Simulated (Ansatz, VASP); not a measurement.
**Two plane-wave programs on MnF2**

Contents of INCAR:

```
PREC = Accurate
ENCUT = 520
EDIFF = 1E-7
ISMEAR = 0
SIGMA = 0.02
LREAL = False
LASPH = True
NELM = 150
ALGO = Normal
ISIF = 2
LWAVE = False
LCHARG = False
ISPIN = 2
MAGMOM = 0 0 0 0 4.5 4.5
LORBIT = 11
LMAXMIX = 4
LDAU = True
LDAUTYPE = 2
LDAUL = -1 2
LDAUU = 0 3.9
LDAUJ = 0 0
LDAUPRINT = 1
GGA = PE
NBANDS = 40
```

KPOINTS

```
regular mesh
0
Gamma
  5 5 6
```

File POSCAR:

```
MnF2
1.0
    4.8509000000      0.0000000000      0.0000000000
    0.0000000000      4.8509000000      0.0000000000
    0.0000000000      0.0000000000      3.3043000000
F Mn
4 2
Direct
    0.3046000000      0.3046000000      0.0000000000
    0.1954000000      0.8046000000      0.5000000000
    0.6954000000      0.6954000000      0.0000000000
    0.8046000000      0.1954000000      0.5000000000
    0.0000000000      0.0000000000      0.0000000000
    0.5000000000      0.5000000000      0.5000000000
```

Input for Ansatz:

```yaml
crystal:
  lattice:
    - [4.8509, 0.0, 0.0]
    - [0.0, 4.8509, 0.0]
    - [0.0, 0.0, 3.3043]
  atoms:
    - { symbol: F, position: [0.3046, 0.3046, 0.0] }
    - { symbol: F, position: [0.1954, 0.8046, 0.5] }
    - { symbol: F, position: [0.6954, 0.6954, 0.0] }
    - { symbol: F, position: [0.8046, 0.1954, 0.5] }
    - { symbol: Mn, position: [0.0, 0.0, 0.0], spin: 4.5 }
    - { symbol: Mn, position: [0.5, 0.5, 0.5], spin: 4.5 }
magnetization:
  spin_polarized: true
hamiltonian:
  xc: pbe
  pseudopotentials: { kind: paw }
  hubbard: { sites: [{ species: Mn, l: d, u_eff: 3.9 }] }
basis:
  ecutwfc: 420
kpoints:
  mp_grid: { grid: [5, 5, 6] }
scf:
  occupations: { method: gaussian, width: 0.02 }
  lower_state_search: "off"
output:
  forces: true
  stress: true
```

Alike in both runs: task single point; functional PBE; k mesh 5 × 5 × 6; occupations gaussian, width 0.02 eV; collinear spin; Hubbard terms Mn d U = 3.9 eV.

```csv
,VASP,Ansatz
version,VASP 6.6.1,Ansatz 0.2.0
potentials or method,"VASP PAW PBE potentials, release 64 (F, Mn_pv), cutoff 520 eV","PAW, plane waves, scalar-relativistic"
valence electrons in the cell,54,58
```

Ansatz gave:

- pressure (GPa): 7.0
- traceless stress, the component that is largest in VASP (GPa): 0.48
- rms of the force components (eV/Å): 0.007
- net moment per atom (μB): 1.67
- size of the moment on the site where the two differ most (μB): 4.22

**Question.** What did VASP give for the same quantities?

**Answer.** Pressure (GPa): 6.1; traceless stress, the component that is largest in VASP (GPa): 0.29; rms of the force components (eV/Å): 0.006; net moment per atom (μB): 1.67; size of the moment on the site where the two differ most (μB): 4.69.

Site moments also hang on the region over which each program counts them. The programs project onto different local orbitals, so the same U acts differently, and such runs can settle in different states. Atom by atom the forces differ by 0.001 eV/Å (rms over components). VASP's potentials hold 54 valence electrons a cell and Ansatz's 58, so a difference there can come from the potentials and not from the codes.
